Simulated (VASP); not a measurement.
# P (Cmce) in VASP: settings compared, part 2 of 2

VASP 6.6.1. The steps go on from the part before.

## Step 3: Single point, RPBE

Input file INCAR:

```
  PREC = Accurate
  ENCUT = 520
  EDIFF = 1E-6
  ISMEAR = -1
  SIGMA = 0.05
  LREAL = False
  LASPH = True
  NELM = 100
  ALGO = Normal
  ISIF = 2
  LWAVE = False
  LCHARG = False
  GGA = RP
  NBANDS = 18
```

Input file KPOINTS:

```
regular mesh
0
Gamma
  5 5 4
```

Input file POSCAR:

```
P
1.0
    1.6477431241     -5.4650377251      0.0000000000
    1.6477431241      5.4650377251      0.0000000000
    0.0000000000      0.0000000000      4.5436355900
P
4
Direct
    0.9041431300      0.0958568700      0.5888151700
    0.0958568700      0.9041431300      0.4111848300
    0.5958568700      0.4041431300      0.0888151700
    0.4041431300      0.5958568700      0.9111848300
```

Potentials or basis: VASP PAW PBE potentials, release 64 (P).

Launch:

```sh
$ cat potpaw_PBE.64/P/POTCAR > POTCAR
$ mpirun -np 1 vasp_std > vasp.out
```

OUTCAR:

```text
PREC = Accurate
   ENCUT = 520
   EDIFF = 1E-6
   ISMEAR = -1
   LREAL = False
   LASPH = True
   NELM = 100
   ISIF = 2
   GGA = RP

 ion  position               nearest neighbor table
   1  0.904  0.096  0.589-   4 2.20   4 2.20   2 2.25
   2  0.096  0.904  0.411-   3 2.20   3 2.20   1 2.25
   3  0.596  0.404  0.089-   2 2.20   2 2.20   4 2.25
   4  0.404  0.596  0.911-   1 2.20   1 2.20   3 2.25

  LATTYP: Found a base centered orthorhombic cell.
 ALAT       =     3.2954862482
 B/A-ratio  =     3.3166806435
 C/A-ratio  =     1.3787451222

  Lattice vectors:

 A1 = (   1.6477431241,  -5.4650377251,   0.0000000000)
 A2 = (   1.6477431241,   5.4650377251,   0.0000000000)
 A3 = (   0.0000000000,   0.0000000000,   4.5436355900)

Analysis of symmetry for initial positions (statically):
=====================================================================
 Subroutine PRICEL returns:
 Original cell was already a primitive cell.

 Routine SETGRP: Setting up the symmetry group for a
 base centered orthorhombic supercell.

 Subroutine GETGRP returns: Found  8 space group operations
 (whereof  4 operations were pure point group operations)
 out of a pool of  8 trial point group operations.

The static configuration has the point symmetry C_2h.
 The point group associated with its full space group is D_2h.

Analysis of symmetry for dynamics (positions and initial velocities):
=====================================================================
 Subroutine PRICEL returns:
 Original cell was already a primitive cell.

 Routine SETGRP: Setting up the symmetry group for a
 base centered orthorhombic supercell.

 Subroutine GETGRP returns: Found  8 space group operations
 (whereof  4 operations were pure point group operations)
 out of a pool of  8 trial point group operations.

The dynamic configuration has the point symmetry C_2h.
[... 116 lines left out ...]
   NUPDOWN=      -1.0000    fix difference up-down
   EMIN   =  10.00;   EMAX   =-10.00  energy-range for DOS
   EFERMI =   0.00;   METHOD = LEGACY
   ISMEAR =    -1;   SIGMA  =   0.05  broadening in eV -4-tet -1-fermi 0-gaus
   EFERMI_NEDOS =   21; number of points for ismear=-14 and -15
   IALGO  =     38    algorithm
   IMIX   =      4    mixing-type and parameters
     AMIX     =   0.40;   BMIX     =  1.00
     AMIX_MAG =   1.60;   BMIX_MAG =  1.00
  volume/ion in A,a.u.               =      20.46       138.06
  Fermi-wavevector in a.u.,A,eV,Ry     =   1.023559  1.934246 14.254450  1.047673
  Thomas-Fermi vector in A             =   2.157299
   LORBIT       =      0    0 simple, 1 ext, 2 COOP (PROOUT), +10 PAW based schemes
   GGA     = RP    functional components
   LHFCALC =     F    Hartree Fock is set to
   AEXX    =    0.0000 exact exchange contribution
   IVDW    =     0    specifies the selected vdW correction
   LEPSILON=     F    determine dielectric tensor
   LRPA    =     F    only Hartree local field effects (RPA)
 non-spin polarized calculation
  energy-cutoff  :      520.00
  volume of cell :       81.83
 maximum number of plane-waves:      2221
   NGX = 21   NGY = 21   NGZ = 17

 number of electron      20.0000004 magnetization

 Free energy of the ion-electron system (eV)
  ---------------------------------------------------
  ext. energy  EPLUGINS =         0.00000000
  ---------------------------------------------------
  free energy    TOTEN  =       -20.17156781 eV

  energy without entropy =      -20.17140837  energy(sigma->0) =      -20.17148809

 E-fermi :   6.0773     XC(G=0):  -9.2887

 val. band max:        5.8250276203   @ k =  -0.4000   0.4000   0.0000
 cond. band min:       6.3326643985   @ k =  -0.4000   0.4000   0.0000
 fundamental gap:      0.5076367782
 Fermi energy:         6.0772879245

 k-point     1 :       0.0000    0.0000    0.0000
  band No.  band energies     occupation
      1      -9.8470      2.00000
      2      -7.1080      2.00000
      3      -3.8310      2.00000
      4      -0.8008      2.00000
      5       0.9984      2.00000
      6       1.0747      2.00000
[... 481 lines left out ...]
      5       0.2980      2.00000
      6       0.2980      2.00000
[... 10 lines left out ...]
     17      11.8840      0.00000
     18      11.8840      0.00000

 [... further k-points ...]
[... 5 lines left out ...]
  --------------------------------------------------------------------------------------
  -------------------------------------------------------------------------------------
  Total        2.0129815      1.5037259      1.6711561      0.0000000     -0.0000000      0.0000000
  in kB       39.4125197     29.4417154     32.7198604      0.0000000     -0.0000000      0.0000000
  external PRESSURE =      33.8580318 kB  Pullay stress =       0.0000000 kB

 VOLUME and BASIS-vectors are now :
 -----------------------------------------------------------------------------
  energy-cutoff  :      520.00
  volume of cell :       81.83
      direct lattice vectors                 reciprocal lattice vectors
     1.647743124 -5.465037725  0.000000000     0.303445357 -0.091490677  0.000000000
     1.647743124  5.465037725  0.000000000     0.303445357  0.091490677  0.000000000
     0.000000000  0.000000000  4.543635590     0.000000000  0.000000000  0.220088073

 POSITION                                       TOTAL-FORCE (eV/Angst)
 -----------------------------------------------------------------------------------
      1.64774     -4.41731      2.67536         0.000000      0.094228     -0.267088
      1.64774      4.41731      1.86827         0.000000     -0.094228      0.267088
      1.64774     -1.04772      0.40354         0.000000     -0.094228     -0.267088
      1.64774      1.04772      4.14009         0.000000      0.094228      0.267088
 -----------------------------------------------------------------------------------
    total drift:                               -0.000000     -0.000000     -0.000000

  FREE ENERGIE OF THE ION-ELECTRON SYSTEM (eV)
  ---------------------------------------------------
  free  energy   TOTEN  =       -20.1715678113 eV

  energy  without entropy=      -20.1714083705  energy(sigma->0) =      -20.17148809
```

OSZICAR:

```text
N       E                     dE             d eps       ncg     rms          rms(c)
DAV:   1     0.676086782022E+02    0.67609E+02   -0.84024E+03   972   0.944E+02
DAV:   2    -0.158770582650E+02   -0.83486E+02   -0.80308E+02  1258   0.158E+02
DAV:   3    -0.202419040968E+02   -0.43648E+01   -0.43316E+01  1310   0.363E+01
DAV:   4    -0.202927672134E+02   -0.50863E-01   -0.50811E-01  1266   0.463E+00
DAV:   5    -0.202937599861E+02   -0.99277E-03   -0.99265E-03  1228   0.628E-01    0.117E+01
DAV:   6    -0.202027246780E+02    0.91035E-01   -0.52436E-02  1192   0.125E+00    0.697E+00
DAV:   7    -0.201698175689E+02    0.32907E-01   -0.10449E-01  1126   0.182E+00    0.268E-01
DAV:   8    -0.201711308400E+02   -0.13133E-02   -0.12035E-02  1122   0.628E-01    0.175E-01
DAV:   9    -0.201713432216E+02   -0.21238E-03   -0.47979E-04  1276   0.133E-01    0.103E-01
DAV:  10    -0.201715257950E+02   -0.18257E-03   -0.19106E-04  1138   0.810E-02    0.383E-02
DAV:  11    -0.201715654179E+02   -0.39623E-04   -0.55985E-05  1182   0.483E-02    0.183E-02
DAV:  12    -0.201715678766E+02   -0.24587E-05   -0.30302E-06  1218   0.107E-02    0.628E-03
DAV:  13    -0.201715678113E+02    0.65307E-07   -0.75450E-07   630   0.525E-03
   1 F= -.20171568E+02 E0= -.20171488E+02  d E =-.159441E-03
```

stdout:

```text
POSCAR found type information on POSCAR P
 POSCAR found :  1 types and       4 ions
 scaLAPACK will be used
 -----------------------------------------------------------------------------
|                                                                             |
|                                                                             |
|     You enforced a specific xc type in the INCAR file but a different       |
|     I HOPE YOU KNOW WHAT YOU ARE DOING!                                     |
|                                                                             |
 -----------------------------------------------------------------------------

 LDA part: xc-table for (Slater+PW92), standard interpolation
 POSCAR, INCAR and KPOINTS ok, starting setup
 FFT: planning ... GRIDC
 FFT: planning ... GRID_SOFT
 FFT: planning ... GRID
 WAVECAR not read
 entering main loop
```

Run time: 37 s. Hardware: 1 thread of AMD EPYC 7R13 (Zen 3), shared host; peak memory 0.19 GiB.

What came out:

| Item | Value |
| --- | --- |
| Free energy | -20.1716 eV |
| Pressure | 3.4 GPa |
| Largest force | 0.283 eV/Å |
| Band gap on the k mesh | 0.51 eV, direct |

Forces on the atoms (eV/Å):
```
P    0.000  0.094 -0.267
P    0.000 -0.094  0.267
P    0.000 -0.094 -0.267
P    0.000  0.094  0.267
```

Stress tensor (GPa, compression positive):
```
3.94 0.00 0.00
0.00 2.94 0.00
0.00 0.00 3.27
```

Levels at points of the mesh, in eV from the valence-band top:
```
           k point  band 7  band 8  band 9  band 10  band 11  band 12  band 13  band 14
(0.00, 0.00, 0.00)   -3.94   -2.62   -2.44    -1.08     0.73     1.17     2.05     2.95
(0.00, 0.00, 0.50)   -3.15   -3.15   -1.54    -1.54     1.60     1.60     3.03     3.03
```

Caveat: the PAW data sets were made with another functional, which shifts forces and pressure a little. A k mesh can miss the band edges.
